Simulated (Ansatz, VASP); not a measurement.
# One calculation of C, two programs

```xyz
2
Lattice="0.0000 1.7470 1.7470 1.7470 0.0000 1.7470 1.7470 1.7470 0.0000" Properties=species:S:1:pos:R:3 pbc="T T T"
C     1.7470    1.7470    1.7470
C     2.6205    2.6205    2.6205
```

Change from the starting cell: volume scaled by 0.94, crystal datasets.

Alike in both runs: task electric field gradients; functional LDA; k mesh 20 × 20 × 20; occupations fermi-dirac, width 0.08 eV; no spin polarisation.

|  | VASP | Ansatz |
| --- | --- | --- |
| version | VASP 6.6.1 | Ansatz 0.2.0 |
| potentials or method | VASP PAW LDA potentials, release 64 (C), cutoff 520 eV | all-electron PAW with datasets made for the crystal, scalar-relativistic |

Ansatz gave:

```
gap on the k mesh at the Fermi level (eV) : 4.26
pressure (GPa)                            : 16.1
```

Q: Which values does VASP return?

A: gap on the k mesh at the Fermi level (eV): 4.26; pressure (GPa): 17.8.

LDA's correlation is that of Perdew and Zunger in VASP and of Perdew and Wang (1992) in Ansatz. Ansatz ran all-electron here, and VASP with PAW potentials.
